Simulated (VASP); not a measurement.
Runs of VASP 6.6.1 on LiBr. It takes space group Fm-3m (No. 225, cubic). The conventional cell has a = 5.479 Å, b = 5.479 Å, c = 5.479 Å, α = 90.00°, β = 90.00°, γ = 90.00°. Within 3.6 Å of Li (site symmetry m-3m) lie 6 Br at 2.74 Å. Br (site symmetry m-3m) has 6 Li at 2.74 Å within 3.6 Å. 

| level | k mesh | cutoff (eV) | grid for exact exchange (PRECFOCK) | share of exact exchange | screening parameter | gap on the mesh (eV) | pressure (GPa) |
| --- | --- | --- | --- | --- | --- | --- | --- |
| PBE0 | 6 × 6 × 6 | 650 | Normal | 0.25 | - | 6.91 | -0.3 |
| r2SCAN | 6 × 6 × 6 | 830 | - | - | - | (a) | -0.4 |
| HSE06 | 6 × 6 × 6 | 650 | Normal | 0.25 | 0.2079 1/Å | (b) | -0.2 |
| PBE | 6 × 6 × 6 | 750 | - | - | - | 4.99 | 0.4 |
| PBE | 8 × 8 × 8 | 750 | - | - | - | 4.99 | 0.4 |

Alike in all rows: task single point; potentials or basis VASP PAW PBE potentials, release 64 (Li_sv, Br); no spin polarisation; cell as given; smearing gaussian 0.01 eV.

Problem. Fill in the values left out.

Solution. (a) 5.93; (b) 6.21.

Caveats: the PAW data sets were made with another functional, which shifts forces and pressure a little (at least some runs).

A k mesh can miss the band edges, and the runs leave out spin-orbit coupling on Br.
